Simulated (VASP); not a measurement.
Input of a VASP 6.6.1 run:

Contents of INCAR:

```
SYSTEM = Ti24HO48
PREC = Accurate
ENCUT = 520
EDIFF = 1E-6
ISMEAR = -1
SIGMA = 0.05
LREAL = Auto
LASPH = .True.
NELM = 120
ALGO = Normal
ISIF = 2
LWAVE = .False.
LCHARG = .False.
GGA = PS
NBANDS = 330
NELECT = 578.0
ISYM = 0
GGA_COMPAT = .False.
```

The input KPOINTS:

```
Automatic mesh
0
Gamma
  1 1 1
  0.25 0.25 0.25
```

File POSCAR:

```
Ti24HO48
1.0
    9.1828280000      0.0000000000      0.0000000000
    0.0000000000      9.1828280000      0.0000000000
    0.0000000000      0.0000000000      8.8166120000
Ti O H
24 48 1
Direct
    0.9950770000      0.0031690000      0.9980650000
    0.9985550000      0.9974740000      0.3330010000
    0.9988120000      0.9959090000      0.6637260000
    0.9982530000      0.5011550000      0.9981980000
    0.9978010000      0.5042870000      0.3325080000
    0.9968980000      0.5036970000      0.6634840000
    0.4976880000      0.9924730000      0.9984220000
    0.4973050000      0.0062500000      0.3310270000
    0.4962690000      0.0050950000      0.6659330000
    0.5048750000      0.5208740000      0.9993790000
    0.5015430000      0.4979030000      0.3314070000
    0.5013060000      0.4965190000      0.6672450000
    0.2381110000      0.2450930000      0.1725030000
    0.2529790000      0.2597450000      0.4983560000
    0.2371240000      0.2442900000      0.8246520000
    0.2458870000      0.7518600000      0.1670560000
    0.2567470000      0.7490520000      0.4989890000
    0.2453810000      0.7496040000      0.8311150000
    0.7487820000      0.2524220000      0.1648050000
    0.7531540000      0.2497880000      0.4983770000
    0.7480890000      0.2508570000      0.8317520000
    0.7534540000      0.7566900000      0.1677390000
    0.7386810000      0.7510730000      0.4983670000
    0.7520970000      0.7548860000      0.8287760000
    0.1509140000      0.1542410000      0.9991640000
    0.1506920000      0.1532020000      0.3350710000
    0.1506760000      0.1528650000      0.6614270000
    0.1476790000      0.6566240000      0.9987370000
    0.1495140000      0.6552580000      0.3319030000
    0.1493610000      0.6552730000      0.6649440000
    0.6414450000      0.1612790000      0.9986320000
    0.6486240000      0.1565550000      0.3319170000
    0.6486040000      0.1562900000      0.6651650000
    0.6536700000      0.6579350000      0.9987850000
    0.6518820000      0.6537960000      0.3297910000
    0.6517410000      0.6536210000      0.6669070000
    0.3666230000      0.3367470000      0.9984280000
    0.3487330000      0.3464950000      0.3296860000
    0.3482300000      0.3464550000      0.6679440000
    0.3471010000      0.8475680000      0.9985090000
    0.3461010000      0.8497300000      0.3313490000
    0.3459740000      0.8498470000      0.6660130000
    0.8468370000      0.3493070000      0.9984690000
    0.8470270000      0.3499280000      0.3317530000
    0.8471590000      0.3496000000      0.6657180000
    0.8508020000      0.8477560000      0.9979560000
    0.8482660000      0.8475720000      0.3344110000
    0.8483980000      0.8472390000      0.6635460000
    0.1008960000      0.4032200000      0.1630050000
    0.0993900000      0.4050090000      0.4987810000
    0.1008720000      0.4029140000      0.8342340000
    0.0970000000      0.9058730000      0.1653640000
    0.0960270000      0.9037270000      0.4982850000
    0.0971580000      0.9062230000      0.8319660000
    0.5983180000      0.4081630000      0.1641670000
    0.5976960000      0.4050440000      0.4987310000
    0.5985010000      0.4078490000      0.8327910000
    0.6001210000      0.9049540000      0.1656350000
    0.5959090000      0.9030290000      0.4985250000
    0.5995110000      0.9046430000      0.8314460000
    0.3988440000      0.0968380000      0.1642340000
    0.4002720000      0.0993170000      0.4984210000
    0.3985720000      0.0966980000      0.8330460000
    0.3986840000      0.5987790000      0.1649140000
    0.4012760000      0.5991700000      0.4986590000
    0.3986290000      0.5985120000      0.8322670000
    0.8987470000      0.0994330000      0.1651620000
    0.8992450000      0.0981460000      0.4983700000
    0.8990470000      0.0995880000      0.8319880000
    0.9013840000      0.5983260000      0.1652860000
    0.9006230000      0.5976770000      0.4986080000
    0.9015890000      0.5985150000      0.8318220000
    0.4512390000      0.2689430000      0.9978140000
```

Potentials or basis: VASP PAW PBE potentials, release 64 (Ti_sv, O, H).

Run with:

```console
$ cat potpaw_PBE.64/Ti_sv/POTCAR potpaw_PBE.64/O/POTCAR potpaw_PBE.64/H/POTCAR > POTCAR
$ mpirun -np 1 vasp_std > vasp.out
```

Question: What does it give for the largest force?

Answer: 0.165 eV/Å.

Forces in eV/Å, atoms in the order of the input:
```
Ti   0.050  0.000  0.031
Ti   0.008 -0.015 -0.006
Ti   0.004  0.012 -0.015
Ti  -0.015  0.000 -0.004
Ti  -0.013 -0.001  0.017
Ti  -0.010 -0.016  0.032
Ti  -0.040  0.009  0.001
Ti  -0.023 -0.006 -0.006
Ti  -0.002  0.009  0.004
Ti   0.018 -0.003  0.004
Ti   0.030  0.027 -0.048
Ti   0.017  0.021 -0.009
Ti   0.052 -0.013  0.006
Ti   0.000 -0.076  0.034
Ti   0.054 -0.009 -0.023
Ti  -0.080  0.076 -0.035
Ti  -0.097  0.077 -0.011
Ti  -0.065  0.118  0.014
Ti  -0.031  0.050  0.001
Ti  -0.051  0.041  0.004
Ti  -0.027  0.063 -0.001
Ti   0.068 -0.105  0.032
Ti   0.107 -0.023 -0.020
Ti   0.084 -0.060 -0.010
O   -0.080  0.001 -0.028
O   -0.110 -0.048  0.011
O   -0.115 -0.044  0.018
O    0.009 -0.106 -0.001
O    0.006 -0.084  0.035
O    0.009 -0.083 -0.006
O   -0.012 -0.084  0.003
O   -0.007 -0.087  0.003
O   -0.017 -0.094 -0.009
O   -0.075 -0.010  0.007
O   -0.125 -0.045  0.010
O   -0.148 -0.071  0.006
O   -0.056  0.045 -0.005
O    0.041  0.131 -0.011
O    0.050  0.114 -0.015
O    0.066 -0.013 -0.005
O    0.106  0.031  0.014
O    0.081 -0.002 -0.010
O    0.072  0.006  0.000
O    0.088  0.001 -0.013
O    0.076  0.008 -0.006
O   -0.001  0.112  0.028
O    0.017  0.091 -0.045
O   -0.005  0.099 -0.003
O    0.031 -0.008  0.033
O   -0.007 -0.023 -0.023
O    0.015  0.004 -0.027
O    0.015 -0.029 -0.015
O    0.065 -0.027  0.011
O    0.044 -0.066  0.004
O    0.037 -0.031 -0.026
O    0.003 -0.047  0.000
O    0.030 -0.017  0.062
O    0.001 -0.004  0.021
O    0.011  0.023  0.006
O    0.026 -0.011 -0.030
O   -0.039  0.036 -0.022
O   -0.001  0.039  0.010
O   -0.029  0.041  0.016
O   -0.014  0.011  0.019
O    0.000 -0.040  0.002
O   -0.008  0.014 -0.009
O   -0.040  0.008  0.014
O    0.014  0.028  0.028
O   -0.039 -0.004 -0.028
O   -0.035  0.063 -0.010
O   -0.037  0.035 -0.013
O   -0.045  0.032  0.006
H    0.095 -0.071  0.003
```

Caveat: the cell carries a net charge on a neutralising background, which shifts energy and pressure; the PAW data sets were made with another functional, which shifts forces and pressure a little.
